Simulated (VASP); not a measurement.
# BiS (Pm-3m) in VASP: notebook

Aim: see how the results for BiS move with the level of theory and the settings. Levels: r2SCAN, PBE. Tasks: single point.

Everything below comes from runs of VASP 6.6.1. Logs are shortened: lines on timing, memory, paths and dates and some standing lists are left out, and cuts for length are marked.

### 1 The cell of the first run

It takes space group Pm-3m (No. 221, cubic). The conventional cell has a = 4.003 Å, b = 4.003 Å, c = 4.003 Å, α = 90.00°, β = 90.00°, γ = 90.00°. Bi (site symmetry m-3m) has 8 S at 3.47 Å and 6 Bi at 4.00 Å within 4.6 Å. S (site symmetry m-3m) has 8 Bi at 3.47 Å and 6 S at 4.00 Å within 4.6 Å.

### 2 Single point, r2SCAN, non-collinear spin, zero start, spin-orbit coupling

The input, POSCAR:

```
BiS
1.0
    4.0029443400      0.0000000000      0.0000000000
    0.0000000000      4.0029443400      0.0000000000
    0.0000000000      0.0000000000      4.0029443400
Bi S
1 1
Direct
    0.5000000000      0.5000000000      0.5000000000
    0.0000000000      0.0000000000      0.0000000000
```

The input, INCAR.step1:

```
PREC = Accurate ; ENCUT = 520
ISMEAR = -1 ; SIGMA = 0.05
LREAL = False ; LASPH = True
NELM = 150 ; MAGMOM = 0 0 0 0 0 0
LSORBIT = True ; GGA_COMPAT = False
NBANDS = 33 ; GGA = PE
ALGO = Normal ; EDIFF = 1E-4
LWAVE = True ; LCHARG = False
```

The input, INCAR.step2:

```
PREC = Accurate ; ENCUT = 520
EDIFF = 1E-7 ; ISMEAR = -1
SIGMA = 0.05 ; LREAL = False
LASPH = True ; NELM = 150
ALGO = Normal ; ISIF = 2
LWAVE = False ; LCHARG = False
MAGMOM = 0 0 0 0 0 0 ; LORBIT = 11
LSORBIT = True ; GGA_COMPAT = False
LORBMOM = True ; METAGGA = R2SCAN
LMIXTAU = True ; NBANDS = 33
ISTART = 1
```

The input, KPOINTS:

```
regular mesh
0
Gamma
  5 5 5
```

Potentials or basis: VASP PAW PBE potentials, release 64 (Bi_d, S).

Command:

```console
> cat potpaw_PBE.64/Bi_d/POTCAR potpaw_PBE.64/S/POTCAR > POTCAR
> cp INCAR.step1 INCAR
> mpirun -np 1 vasp_ncl > vasp.out
> cp INCAR.step2 INCAR
> mpirun -np 1 vasp_ncl > vasp.out
```

OUTCAR:

```text
PREC = Accurate
   ENCUT = 520
   EDIFF = 1E-7
   ISMEAR = -1
   LREAL = False
   LASPH = True
   NELM = 150
   ISIF = 2
   LORBIT = 11
   LSORBIT = True
   METAGGA = R2SCAN
   ISTART = 1

 ion  position               nearest neighbor table
   1  0.500  0.500  0.500-
   2  0.000  0.000  0.000-

  LATTYP: Found a simple cubic cell.
 ALAT       =     4.0029443400

  Lattice vectors:

 A1 = (   4.0029443400,   0.0000000000,   0.0000000000)
 A2 = (   0.0000000000,   4.0029443400,   0.0000000000)
 A3 = (   0.0000000000,   0.0000000000,   4.0029443400)

Analysis of symmetry for initial positions (statically):
=====================================================================
 Subroutine PRICEL returns:
 Original cell was already a primitive cell.

 Routine SETGRP: Setting up the symmetry group for a
 simple cubic supercell.

 Subroutine GETGRP returns: Found 48 space group operations
 (whereof 48 operations were pure point group operations)
 out of a pool of 48 trial point group operations.

The static configuration has the point symmetry O_h .

Analysis of symmetry for dynamics (positions and initial velocities):
=====================================================================
 Subroutine PRICEL returns:
 Original cell was already a primitive cell.

 Routine SETGRP: Setting up the symmetry group for a
 simple cubic supercell.

 Subroutine GETGRP returns: Found 48 space group operations
 (whereof 48 operations were pure point group operations)
 out of a pool of 48 trial point group operations.

The dynamic configuration has the point symmetry O_h .

Analysis of structural, dynamic, and magnetic symmetry:
=====================================================================
 Subroutine PRICEL returns:
 Original cell was already a primitive cell.

 Routine SETGRP: Setting up the symmetry group for a
 simple cubic supercell.

 Subroutine GETGRP returns: Found 48 space group operations
 (whereof 48 operations were pure point group operations)
 out of a pool of 48 trial point group operations.

The overall configuration has the point symmetry O_h .

 Subroutine INISYM returns: Found 48 space group operations
 (whereof 48 operations are pure point group operations),
 and found     1 'primitive' translations

----------------------------------------------------------------------------------------

                                     Primitive cell

  volume of cell :      64.1414

  direct lattice vectors                    reciprocal lattice vectors
     4.002944340  0.000000000  0.000000000     0.249816114  0.000000000  0.000000000
     0.000000000  4.002944340  0.000000000     0.000000000  0.249816114  0.000000000
     0.000000000  0.000000000  4.002944340     0.000000000  0.000000000  0.249816114

  length of vectors
     4.002944340  4.002944340  4.002944340     0.249816114  0.249816114  0.249816114

  position of ions in fractional coordinates (direct lattice)
     0.500000000  0.500000000  0.500000000
     0.000000000  0.000000000  0.000000000

  ion indices of the primitive-cell ions
   primitive index   ion index
                 1           1
                 2           2

----------------------------------------------------------------------------------------

 KPOINTS: regular mesh

Automatic generation of k-mesh.
 Grid dimensions read from file:
 generate k-points for:    5    5    5

 Generating k-lattice:

  Cartesian coordinates                     Fractional coordinates (reciprocal lattice)
     0.049963223  0.000000000  0.000000000     0.200000000  0.000000000  0.000000000
     0.000000000  0.049963223  0.000000000     0.000000000  0.200000000  0.000000000
     0.000000000  0.000000000  0.049963223     0.000000000  0.000000000  0.200000000

  Length of vectors
     0.049963223  0.049963223  0.049963223

  Shift w.r.t. Gamma in fractional coordinates (k-lattice)
     0.000000000  0.000000000  0.000000000

 Subroutine IBZKPT returns following result:
 ===========================================

 Found     10 irreducible k-points:

 Following reciprocal coordinates:
            Coordinates               Weight
  0.000000  0.000000  0.000000      1.000000
  0.200000  0.000000  0.000000      6.000000
  0.400000  0.000000  0.000000      6.000000
  0.200000  0.200000  0.000000     12.000000
  0.400000  0.200000  0.000000     24.000000
  0.400000  0.400000  0.000000     12.000000
  0.200000  0.200000  0.200000      8.000000
[... 26 lines left out ...]
   NFREE  =      0    steps in history (QN), initial steepest desc. (CG)
   ISIF   =      2    stress and relaxation
   ISYM   =      2    0-nonsym 1-usesym 2-fastsym
   POTIM  = 0.5000    time-step for ionic-motion
   TEBEG  =    0.0;   TEEND  =   0.0 temperature during run
   PSTRESS=    0.0 pullay stress
   NELECT =      21.0000    total number of electrons
   NUPDOWN=      -1.0000    fix difference up-down
   EMIN   =  10.00;   EMAX   =-10.00  energy-range for DOS
   EFERMI =   0.00;   METHOD = LEGACY
   ISMEAR =    -1;   SIGMA  =   0.05  broadening in eV -4-tet -1-fermi 0-gaus
   EFERMI_NEDOS =   21; number of points for ismear=-14 and -15
   IALGO  =     38    algorithm
   IMIX   =      4    mixing-type and parameters
     AMIX     =   0.40;   BMIX     =  1.00
     AMIX_MAG =   1.60;   BMIX_MAG =  1.00
  volume/ion in A,a.u.               =      32.07       216.42
  Fermi-wavevector in a.u.,A,eV,Ry     =   1.128327  2.132229 17.321879  1.273122
  Thomas-Fermi vector in A             =   2.265017
   LORBIT       =     11    0 simple, 1 ext, 2 COOP (PROOUT), +10 PAW based schemes
   METAGGA = R2SCAN    functional components
   LHFCALC =     F    Hartree Fock is set to
   AEXX    =    0.0000 exact exchange contribution
   IVDW    =     0    specifies the selected vdW correction
   LEPSILON=     F    determine dielectric tensor
   LRPA    =     F    only Hartree local field effects (RPA)
  energy-cutoff  :      520.00
  volume of cell :       64.14
 maximum number of plane-waves:      3498
 NGX is ok and might be reduce to    30
   NGX = 15   NGY = 15   NGZ = 15

 number of electron      21.0000014 magnetization      -0.0000000     -0.0000000      0.0000000

 number of electron      21.0000014 magnetization      -0.0000000      0.0000000      0.0000000

 Free energy of the ion-electron system (eV)
  ---------------------------------------------------
  ext. energy  EPLUGINS =         0.00000000
  ---------------------------------------------------
  free energy    TOTEN  =       -66.30972995 eV

  energy without entropy =      -66.27700205  energy(sigma->0) =      -66.29336600

 E-fermi :   3.9531     XC(G=0):  -9.5629

 val. band max:        3.8023814349   @ k =   0.4000   0.4000   0.2000
 cond. band min:       3.9682951504   @ k =   0.4000   0.2000   0.0000
 fundamental gap:      0.1659137155
 Fermi energy:         3.9530552687

 k-point     1 :       0.0000    0.0000    0.0000
  band No.  band energies     occupation
      1     -21.5869      1.00000
      2     -21.5869      1.00000
      3     -21.5869      1.00000
      4     -21.5869      1.00000
      5     -18.6095      1.00000
      6     -18.6095      1.00000
[... 349 lines left out ...]
     32      14.5175      0.00000
     33      16.9543      0.00000

------------------------ aborting loop because EDIFF is reached ----------------------------------------

  FORCE on cell =-STRESS in cart. coord.  units (eV):
  Direction    XX          YY          ZZ          XY          YZ          ZX
  --------------------------------------------------------------------------------------
  -------------------------------------------------------------------------------------
  Total       -4.1265247     -4.1265247     -4.1265247      0.0000000      0.0000000     -0.0000000
  in kB     -103.0757188   -103.0757188   -103.0757188      0.0000000      0.0000000     -0.0000000
  external PRESSURE =    -103.0757188 kB  Pullay stress =       0.0000000 kB

 VOLUME and BASIS-vectors are now :
 -----------------------------------------------------------------------------
  energy-cutoff  :      520.00
  volume of cell :       64.14
      direct lattice vectors                 reciprocal lattice vectors
     4.002944340  0.000000000  0.000000000     0.249816114  0.000000000  0.000000000
     0.000000000  4.002944340  0.000000000     0.000000000  0.249816114  0.000000000
     0.000000000  0.000000000  4.002944340     0.000000000  0.000000000  0.249816114

 POSITION                                       TOTAL-FORCE (eV/Angst)
 -----------------------------------------------------------------------------------
      2.00147      2.00147      2.00147         0.000000      0.000000      0.000000
      0.00000      0.00000      0.00000         0.000000      0.000000      0.000000
 -----------------------------------------------------------------------------------
    total drift:                                0.000000      0.000000      0.000000

  FREE ENERGIE OF THE ION-ELECTRON SYSTEM (eV)
  ---------------------------------------------------
  free  energy   TOTEN  =       -66.3097299532 eV

  energy  without entropy=      -66.2770020499  energy(sigma->0) =      -66.29336600

 orbital moment (x)

 # of ion     p       d       tot
 ----------------------------------------
  1         0.000  -0.000   0.000
  2         0.000   0.000   0.000
 ----------------------------------------
            0.000  -0.000   0.000

 orbital moment (y)

 # of ion     p       d       tot
 ----------------------------------------
  1         0.000   0.000   0.000
  2        -0.000   0.000  -0.000
 ----------------------------------------
           -0.000   0.000  -0.000

 orbital moment (z)

 # of ion     p       d       tot
 ----------------------------------------
  1        -0.000  -0.000  -0.000
  2         0.000   0.000   0.000
 ----------------------------------------
           -0.000  -0.000  -0.000

 Spin-Orbit-Coupling matrix elements

 Ion:    1  E_soc:     -1.9432862
 l=   1
     0.0000000    -0.2608384    -0.2608384
    -0.2608384     0.0000000    -0.2608384
    -0.2608384    -0.2608384     0.0000000
 l=   2
     0.0000000    -0.0125892     0.0000000    -0.0125892    -0.0504534
    -0.0125892     0.0000000    -0.0378401    -0.0125892    -0.0126134
     0.0000000    -0.0378401     0.0000000    -0.0378401     0.0000000
    -0.0125892    -0.0125892    -0.0378401     0.0000000    -0.0126134
    -0.0504534    -0.0126134     0.0000000    -0.0126134     0.0000000
 l=   3
     0.0000000     0.0000000     0.0000000     0.0000000     0.0000000     0.0000000     0.0000000
     0.0000000     0.0000000     0.0000000     0.0000000     0.0000000     0.0000000     0.0000000
     0.0000000     0.0000000     0.0000000     0.0000000     0.0000000     0.0000000     0.0000000
     0.0000000     0.0000000     0.0000000     0.0000000     0.0000000     0.0000000     0.0000000
     0.0000000     0.0000000     0.0000000     0.0000000     0.0000000     0.0000000     0.0000000
     0.0000000     0.0000000     0.0000000     0.0000000     0.0000000     0.0000000     0.0000000
     0.0000000     0.0000000     0.0000000     0.0000000     0.0000000     0.0000000     0.0000000

 Ion:    2  E_soc:     -0.0003481
 l=   1
     0.0000000    -0.0000580    -0.0000580
    -0.0000580     0.0000000    -0.0000580
    -0.0000580    -0.0000580     0.0000000
 l=   2
     0.0000000     0.0000000     0.0000000     0.0000000     0.0000000
     0.0000000     0.0000000     0.0000000     0.0000000     0.0000000
     0.0000000     0.0000000     0.0000000     0.0000000     0.0000000
     0.0000000     0.0000000     0.0000000     0.0000000     0.0000000
     0.0000000     0.0000000     0.0000000     0.0000000     0.0000000
 l=   3
     0.0000000     0.0000000     0.0000000     0.0000000     0.0000000     0.0000000     0.0000000
     0.0000000     0.0000000     0.0000000     0.0000000     0.0000000     0.0000000     0.0000000
     0.0000000     0.0000000     0.0000000     0.0000000     0.0000000     0.0000000     0.0000000
     0.0000000     0.0000000     0.0000000     0.0000000     0.0000000     0.0000000     0.0000000
     0.0000000     0.0000000     0.0000000     0.0000000     0.0000000     0.0000000     0.0000000
     0.0000000     0.0000000     0.0000000     0.0000000     0.0000000     0.0000000     0.0000000
     0.0000000     0.0000000     0.0000000     0.0000000     0.0000000     0.0000000     0.0000000

 total charge

# of ion       s       p       d       tot
------------------------------------------
    1        1.559   0.980   9.901  12.440
    2        1.363   2.206   0.000   3.569
--------------------------------------------------
tot          2.922   3.186   9.901  16.010

 magnetization (x)

# of ion       s       p       d       tot
------------------------------------------
    1        0.000   0.000  -0.000   0.000
    2        0.000  -0.000   0.000  -0.000
--------------------------------------------------
tot          0.000  -0.000  -0.000   0.000

 magnetization (y)

# of ion       s       p       d       tot
------------------------------------------
    1        0.000  -0.000   0.000   0.000
    2        0.000   0.000   0.000   0.000
--------------------------------------------------
tot          0.000   0.000   0.000   0.000

 magnetization (z)

# of ion       s       p       d       tot
------------------------------------------
    1        0.000   0.000  -0.000   0.000
    2       -0.000   0.000   0.000   0.000
--------------------------------------------------
tot          0.000   0.000  -0.000   0.000
```

Wall time 3.8 min (1 thread of Intel Xeon Platinum 8488C (Sapphire Rapids), shared host); peak memory 0.33 GiB.

Results:

- Free energy: -66.3097 eV
- Pressure: -10.3 GPa
- Net moment: 0.00 μB per cell
- Valence electrons inside the program's atomic spheres: Bi 12.44; S 3.57

Moments on the atoms (μB; x, y, z):
```
Bi  0.00 0.00 0.00
S   0.00 0.00 0.00
```

Caveat: the PAW data sets were made with another functional, which shifts forces and pressure a little.

### 3 Single point, PBE

The input, INCAR:

```
PREC = Accurate
ENCUT = 520
EDIFF = 1E-6
ISMEAR = 0
SIGMA = 0.013000000000000001
LREAL = F
LASPH = T
NELM = 60
ALGO = Normal
ISIF = 2
LWAVE = F
LCHARG = T
GGA = PE
LELF = T
LVHAR = T
NBANDS = 18
```

The input, KPOINTS:

```
Automatic mesh
0
Gamma
  7 7 7
```

POSCAR is that of step 2.

Potentials or basis: VASP PAW PBE potentials, release 64 (Bi_d, S).

Command:

```console
> cat potpaw_PBE.64/Bi_d/POTCAR potpaw_PBE.64/S/POTCAR > POTCAR
> mpirun -np 1 vasp_std > vasp.out
```

Wall time 7.6 s (1 thread of Intel Xeon 6975P-C (Granite Rapids), shared host); peak memory 0.17 GiB.

Results (log left out):

```
Free energy : -7.1029 eV
Pressure    : -10.9 GPa
```

Levels at points of the mesh, in eV from the Fermi level:
```csv
k point,band 6,band 7,band 8,band 9,band 10,band 11,band 12,band 13,band 14,band 15
"(0.00, 0.00, 0.00)",-13.16,-10.12,-2.27,-2.27,-2.27,2.42,2.42,2.42,4.42,4.42
```

Caveat: spin-orbit coupling is left out, which moves the levels of the heavy elements.

### 4 Single point, PBE

The input, INCAR:

```
PREC = Accurate
ENCUT = 520
EDIFF = 1E-6
ISMEAR = 0
SIGMA = 0.014
LREAL = False
LASPH = True
NELM = 80
ALGO = Normal
ISIF = 2
LWAVE = False
LCHARG = False
GGA = PE
NBANDS = 18
```

KPOINTS is that of step 3.

POSCAR is that of step 3.

Command:

```console
> cat potpaw_PBE.64/Bi_d/POTCAR potpaw_PBE.64/S/POTCAR > POTCAR
> mpirun -np 1 vasp_std > vasp.out
```

It took 7 s on 1 thread of Intel Xeon 6975P-C (Granite Rapids), shared host; peak memory 0.17 GiB.

It converged, with:

```yaml
Free_energy: -7.1029 eV
Pressure: -10.9 GPa
```

Levels at points of the mesh, in eV from the Fermi level:
```csv
k point,band 8,band 9,band 10,band 11,band 12,band 13
"(0.00, 0.00, 0.00)",-2.27,-2.27,-2.27,2.42,2.42,2.42
```

Caveat: spin-orbit coupling is left out, which moves the levels of the heavy elements.

### 5 Single point, PBE

The input, INCAR:

```
SYSTEM = BiS
ALGO = Normal
EDIFF = 1E-7
ENCUT = 520
GGA = PE
ISIF = 2
ISMEAR = 0
LASPH = .TRUE.
LCHARG = .FALSE.
LREAL = .FALSE.
LWAVE = .FALSE.
NBANDS = 18
NELM = 100
PREC = Accurate
SIGMA = 0.015
```

The input, KPOINTS:

```
k-points
0
G
  7 7 7
  0 0 0
```

POSCAR is that of step 4.

Command:

```console
> cat potpaw_PBE.64/Bi_d/POTCAR potpaw_PBE.64/S/POTCAR > POTCAR
> mpirun -np 1 vasp_std > vasp.out
```

Run time: 8.4 s. Hardware: 1 thread of Intel Xeon 6975P-C (Granite Rapids), shared host; peak memory 0.17 GiB.

Results (log left out):

```yaml
Free_energy: -7.1029 eV
Pressure: -10.9 GPa
```

Levels at points of the mesh, in eV from the Fermi level:
| k point | band 7 | band 8 | band 9 | band 10 | band 11 | band 12 | band 13 | band 14 |
| --- | --- | --- | --- | --- | --- | --- | --- | --- |
| (0.00, 0.00, 0.00) | -10.12 | -2.27 | -2.27 | -2.27 | 2.42 | 2.42 | 2.42 | 4.42 |

Caveat: spin-orbit coupling is left out, which moves the levels of the heavy elements.

### 6 Single point, PBE

The input, INCAR:

```
SYSTEM = BiS
ALGO = Normal ; EDIFF = 1E-6
ENCUT = 520 ; GGA = PE
ISIF = 2 ; ISMEAR = 0
LASPH = .TRUE. ; LCHARG = .FALSE.
LREAL = .FALSE. ; LWAVE = .FALSE.
NBANDS = 18 ; NELM = 60
PREC = Accurate ; SIGMA = 0.016
```

KPOINTS is that of step 5.

POSCAR is that of step 5.

Potentials or basis: VASP PAW PBE potentials, release 64 (Bi_d, S).

Command:

```console
> cat potpaw_PBE.64/Bi_d/POTCAR potpaw_PBE.64/S/POTCAR > POTCAR
> mpirun -np 1 vasp_std > vasp.out
```

Run time: 7.1 s. Hardware: 1 thread of Intel Xeon 6975P-C (Granite Rapids), shared host; peak memory 0.16 GiB.

Results (log left out):

```
Free energy : -7.1029 eV
Pressure    : -10.9 GPa
```

Levels at points of the mesh, in eV from the Fermi level:
```
           k point  band 8  band 9  band 10  band 11  band 12  band 13
(0.00, 0.00, 0.00)   -2.27   -2.27    -2.27     2.42     2.42     2.42
```

Caveat: spin-orbit coupling is left out, which moves the levels of the heavy elements.

### 7 The runs side by side

```tsv
level	spin	k mesh	smearing	gap on the mesh (eV)	pressure (GPa)
r2SCAN	non-collinear, zero start, SOC	5 × 5 × 5	fermi-dirac 0.05 eV	-	-10.3
PBE	off	7 × 7 × 7	gaussian 0.013 eV	none	-10.9
PBE	off	7 × 7 × 7	gaussian 0.014 eV	none	-10.9
PBE	off	7 × 7 × 7	gaussian 0.015 eV	none	-10.9
PBE	off	7 × 7 × 7	gaussian 0.016 eV	none	-10.9
```

Alike in all rows: task single point; potentials or basis VASP PAW PBE potentials, release 64 (Bi_d, S); cell as given; cutoff (eV) 520.

Every run on the cell as given and a fine mesh finds a metal. The pressure there spans -10.9 GPa (PBE) to -10.3 GPa (r2SCAN); a positive pressure means that this level wants a larger cell, a negative one a smaller.

Caveats: spin-orbit coupling is left out, which moves the levels of the heavy elements (some runs); the PAW data sets were made with another functional, which shifts forces and pressure a little (some runs).

Absolute energies hang on the potentials; compare differences alone.
